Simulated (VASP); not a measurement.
# BN (P6_3/mmc) in VASP: notebook, part 2 of 2

VASP 6.6.1. The steps go on from the part before.

## 3. Single point, LDA (volume 7.872 Å^3 an atom, c/a of the conventional cell 2.3702)

File INCAR:

```
SYSTEM = BN
  PREC = Accurate
  ENCUT = 520
  EDIFF = 1E-6
  ISMEAR = 0
  SIGMA = 0.05
  LREAL = .False.
  LASPH = .True.
  NELM = 60
  ALGO = Normal
  ISIF = 2
  LWAVE = .False.
  LCHARG = .False.
  NBANDS = 16
```

File KPOINTS:

```
Automatic mesh
0
Gamma
  12 12 4
  0 0 0
```

File POSCAR:

```
BN
1.0
    2.4847144391      0.0000000000      0.0000000000
   -1.2423572196      2.1518258254      0.0000000000
    0.0000000000      0.0000000000      5.8892701636
B N
2 2
Direct
    0.3333333333      0.6666666667      0.2500000000
    0.6666666667      0.3333333333      0.7500000000
    0.3333333333      0.6666666667      0.7500000000
    0.6666666667      0.3333333333      0.2500000000
```

Potentials or basis: VASP PAW LDA potentials, release 64 (B, N).

On the command line:

```
$ cat potpaw_LDA.64/B/POTCAR potpaw_LDA.64/N/POTCAR > POTCAR
$ mpirun -np 1 vasp_std > vasp.out
```

OUTCAR:

```text
SYSTEM = BN
   PREC = Accurate
   ENCUT = 520
   EDIFF = 1E-6
   ISMEAR = 0
   LREAL = .False.
   LASPH = .True.
   NELM = 60
   ISIF = 2

 ion  position               nearest neighbor table
   1  0.333  0.667  0.250-   4 1.43   4 1.43   4 1.43
   2  0.667  0.333  0.750-   3 1.43   3 1.43   3 1.43
   3  0.333  0.667  0.750-   2 1.43   2 1.43   2 1.43
   4  0.667  0.333  0.250-   1 1.43   1 1.43   1 1.43

  LATTYP: Found a hexagonal cell.
 ALAT       =     2.4847144391
 C/A-ratio  =     2.3702000000

  Lattice vectors:

 A1 = (   2.4847144391,   0.0000000000,   0.0000000000)
 A2 = (  -1.2423572196,   2.1518258254,   0.0000000000)
 A3 = (   0.0000000000,   0.0000000000,   5.8892701636)

Analysis of symmetry for initial positions (statically):
=====================================================================
 Subroutine PRICEL returns:
 Original cell was already a primitive cell.

 Routine SETGRP: Setting up the symmetry group for a
 hexagonal supercell.

 Subroutine GETGRP returns: Found 24 space group operations
 (whereof 12 operations were pure point group operations)
 out of a pool of 24 trial point group operations.

[... 172 lines left out ...]
 fundamental gap:      3.9139509805
 Fermi energy:         3.6655529172

 k-point     1 :       0.0000    0.0000    0.0000
  band No.  band energies     occupation
      1     -14.6146      2.00000
      2     -13.8897      2.00000
      3      -3.7653      2.00000
      4      -0.0275      2.00000
      5       1.9854      2.00000
      6       1.9854      2.00000
[... 433 lines left out ...]
      3      -3.6341      2.00000
      4      -3.4586      2.00000
      5      -0.4317      2.00000
      6      -0.3256      2.00000
[... 8 lines left out ...]
     15      20.7817      0.00000
     16      22.0341      0.00000

 [... further k-points ...]

------------------------ aborting loop because EDIFF is reached ----------------------------------------

  FORCE on cell =-STRESS in cart. coord.  units (eV):
  Direction    XX          YY          ZZ          XY          YZ          ZX
  --------------------------------------------------------------------------------------
  -------------------------------------------------------------------------------------
  Total        0.6799747      0.6799747      0.9311940     -0.0000000      0.0000000      0.0000000
  in kB       34.5985771     34.5985771     47.3811568     -0.0000000      0.0000000      0.0000000
  external PRESSURE =      38.8594370 kB  Pullay stress =       0.0000000 kB

 VOLUME and BASIS-vectors are now :
 -----------------------------------------------------------------------------
  energy-cutoff  :      520.00
  volume of cell :       31.49
      direct lattice vectors                 reciprocal lattice vectors
     2.484714439  0.000000000  0.000000000     0.402460735  0.232360814  0.000000000
    -1.242357220  2.151825825  0.000000000     0.000000000  0.464721628  0.000000000
     0.000000000  0.000000000  5.889270164     0.000000000  0.000000000  0.169800327

 POSITION                                       TOTAL-FORCE (eV/Angst)
 -----------------------------------------------------------------------------------
     -0.00000      1.43455      1.47232         0.000000     -0.000000      0.000000
      1.24236      0.71728      4.41695        -0.000000     -0.000000      0.000000
     -0.00000      1.43455      4.41695         0.000000      0.000000      0.000000
      1.24236      0.71728      1.47232        -0.000000     -0.000000      0.000000
 -----------------------------------------------------------------------------------
    total drift:                               -0.000000      0.000000      0.000000

  FREE ENERGIE OF THE ION-ELECTRON SYSTEM (eV)
  ---------------------------------------------------
  free  energy   TOTEN  =       -38.5377657467 eV

  energy  without entropy=      -38.5377657467  energy(sigma->0) =      -38.53776575
```

OSZICAR:

```text
N       E                     dE             d eps       ncg     rms          rms(c)
DAV:   1     0.398235559105E+02    0.39824E+02   -0.80146E+03  1832   0.934E+02
DAV:   2    -0.399237389513E+02   -0.79747E+02   -0.73468E+02  2592   0.213E+02
DAV:   3    -0.424763391297E+02   -0.25526E+01   -0.25457E+01  2240   0.366E+01
DAV:   4    -0.424868060346E+02   -0.10467E-01   -0.10466E-01  2352   0.269E+00
DAV:   5    -0.424868790110E+02   -0.72976E-04   -0.72976E-04  2224   0.210E-01    0.112E+01
DAV:   6    -0.389981039917E+02    0.34888E+01   -0.53522E+00  2128   0.180E+01    0.486E+00
DAV:   7    -0.386480021022E+02    0.35010E+00   -0.50281E-01  2440   0.505E+00    0.300E+00
DAV:   8    -0.385430512113E+02    0.10495E+00   -0.23888E-01  2384   0.336E+00    0.452E-01
DAV:   9    -0.385378083146E+02    0.52429E-02   -0.13862E-02  2144   0.947E-01    0.187E-01
DAV:  10    -0.385377591454E+02    0.49169E-04   -0.63275E-04  2360   0.186E-01    0.230E-02
DAV:  11    -0.385377659650E+02   -0.68195E-05   -0.28562E-05  2200   0.428E-02    0.166E-02
DAV:  12    -0.385377657467E+02    0.21826E-06   -0.46760E-06  2200   0.161E-02
   1 F= -.38537766E+02 E0= -.38537766E+02  d E =-.475119E-14
```

Run time: 12 s. Hardware: 1 thread of Intel Xeon 6975P-C (Granite Rapids), shared host; peak memory 0.13 GiB.

Results:

```yaml
Free_energy: -38.5378 eV
Pressure: 3.9 GPa
Band_gap_on_the_k_mesh: 3.91 eV, indirect (least direct gap 4.19 eV)
```

Stress tensor (GPa, compression positive):
```
3.46 0.00 0.00
0.00 3.46 0.00
0.00 0.00 4.74
```

## 4. Single point, LDA (volume 8.081 Å^3 an atom, c/a of the conventional cell 2.3138)

File INCAR:

```
  PREC = Accurate
  ENCUT = 520
  EDIFF = 1E-6
  ISMEAR = 0
  SIGMA = 0.05
  LREAL = False
  LASPH = True
  NELM = 100
  ALGO = Normal
  ISIF = 2
  LWAVE = False
  LCHARG = False
  GGA = CA
  NBANDS = 16
```

File KPOINTS:

```
regular mesh
0
Gamma
  12 12 4
```

File POSCAR:

```
BN
1.0
    2.5267147555      0.0000000000      0.0000000000
   -1.2633573778      2.1881991664      0.0000000000
    0.0000000000      0.0000000000      5.8463126013
B N
2 2
Direct
    0.3333333333      0.6666666667      0.2500000000
    0.6666666667      0.3333333333      0.7500000000
    0.3333333333      0.6666666667      0.7500000000
    0.6666666667      0.3333333333      0.2500000000
```

On the command line:

```
$ cat potpaw_LDA.64/B/POTCAR potpaw_LDA.64/N/POTCAR > POTCAR
$ mpirun -np 1 vasp_std > vasp.out
```

Run time: 11 s. Hardware: 1 thread of Intel Xeon 6975P-C (Granite Rapids), shared host; peak memory 0.14 GiB.

The run converged. Its results:

```
Free energy            : -38.4867 eV
Pressure               : -9.3 GPa
Band gap on the k mesh : 3.86 eV, indirect (least direct gap 4.08 eV)
```

Stress tensor (GPa, compression positive):
```
-16.36   0.00   0.00
  0.00 -16.36   0.00
  0.00   0.00   4.83
```

Levels at points of the mesh, in eV from the valence-band top:
```
           k point  band 4  band 5  band 6  band 7  band 8  band 9  band 10  band 11  band 12  band 13
(0.00, 0.00, 0.00)   -3.08   -1.49   -1.49   -1.36   -1.36    5.98    11.00    11.00    11.27    11.34
(0.50, 0.00, 0.00)   -8.73   -4.27   -4.06   -2.10   -0.21    3.87     6.14     9.34     9.38    12.91
(0.00, 0.00, 0.50)   -5.30   -1.43   -1.43   -1.43   -1.43    8.97     8.97    11.16    11.16    11.16
(0.50, 0.00, 0.50)   -8.85   -4.16   -4.16   -1.02   -1.02    4.40     4.40     9.61     9.61    13.84
```

 A k mesh can miss the band edges.

## 5. Single point, LDA (volume 8.081 Å^3 an atom, c/a of the conventional cell 2.5481)

File INCAR:

```
PREC     = Accurate       # precision mode
ENCUT    = 520            # plane-wave cutoff, eV
EDIFF    = 1E-6           # SCF threshold, eV
ISMEAR   = 0              # smearing method
SIGMA    = 0.05           # smearing width, eV
LREAL    = False          # projectors in reciprocal space
LASPH    = True           # aspherical terms in the spheres
NELM     = 60             # most SCF steps
ALGO     = Normal         # electronic algorithm
ISIF     = 2              # what is computed and relaxed
LWAVE    = False          # write WAVECAR
LCHARG   = True           # write CHGCAR
GGA      = CA             # functional
LELF     = True           # ELF
LVHAR    = True         
NBANDS   = 16             # bands
```

KPOINTS is that of step 4.

File POSCAR:

```
BN
1.0
    2.4467672914      0.0000000000      0.0000000000
   -1.2233836457      2.1189626315      0.0000000000
    0.0000000000      0.0000000000      6.2346077353
B N
2 2
Direct
    0.3333333333      0.6666666667      0.2500000000
    0.6666666667      0.3333333333      0.7500000000
    0.3333333333      0.6666666667      0.7500000000
    0.6666666667      0.3333333333      0.2500000000
```

On the command line:

```
$ cat potpaw_LDA.64/B/POTCAR potpaw_LDA.64/N/POTCAR > POTCAR
$ mpirun -np 1 vasp_std > vasp.out
```

It took 11 s on 1 thread of Intel Xeon 6975P-C (Granite Rapids), shared host; peak memory 0.14 GiB.

Results (log left out):

```yaml
Free_energy: -38.4927 eV
Pressure: 15.6 GPa
Band_gap_on_the_k_mesh: 4.04 eV, indirect (least direct gap 4.44 eV)
```

Stress tensor (GPa, compression positive):
```
22.74  0.00  0.00
 0.00 22.74  0.00
 0.00  0.00  1.43
```

Levels at points of the mesh, in eV from the valence-band top:
```
           k point  band 5  band 6  band 7  band 8  band 9  band 10  band 11  band 12
(0.00, 0.00, 0.00)   -1.31   -1.31   -1.25   -1.25    5.36    11.06    11.93    11.93
(0.50, 0.00, 0.00)   -4.33   -4.22   -1.82   -0.41    4.04     5.93    10.12    10.58
(0.00, 0.00, 0.50)   -1.28   -1.28   -1.28   -1.28    8.23     8.23    12.03    12.03
(0.50, 0.00, 0.50)   -4.27   -4.27   -1.07   -1.07    4.62     4.62    10.63    10.63
```

## 6. The runs side by side

```csv
cell,gap on the mesh (eV),pressure (GPa)
"a = 2.368, b = 2.368, c = 6.486 Å, angles 90.0, 90.0, 120.0°, 4 atoms",4.27,47.5
"a = 2.485, b = 2.485, c = 5.889 Å, angles 90.0, 90.0, 120.0°, 4 atoms",3.91,3.9
"a = 2.527, b = 2.527, c = 5.846 Å, angles 90.0, 90.0, 120.0°, 4 atoms",3.86,-9.3
"a = 2.447, b = 2.447, c = 6.235 Å, angles 90.0, 90.0, 120.0°, 4 atoms",4.04,15.6
```

Alike in all rows: task single point; level LDA; potentials or basis VASP PAW LDA potentials, release 64 (B, N); no spin polarisation; k mesh 12 × 12 × 4; cutoff (eV) 520; smearing gaussian 0.05 eV.

Total energies depend on the potentials used, so only differences within one code and one set of settings carry meaning.
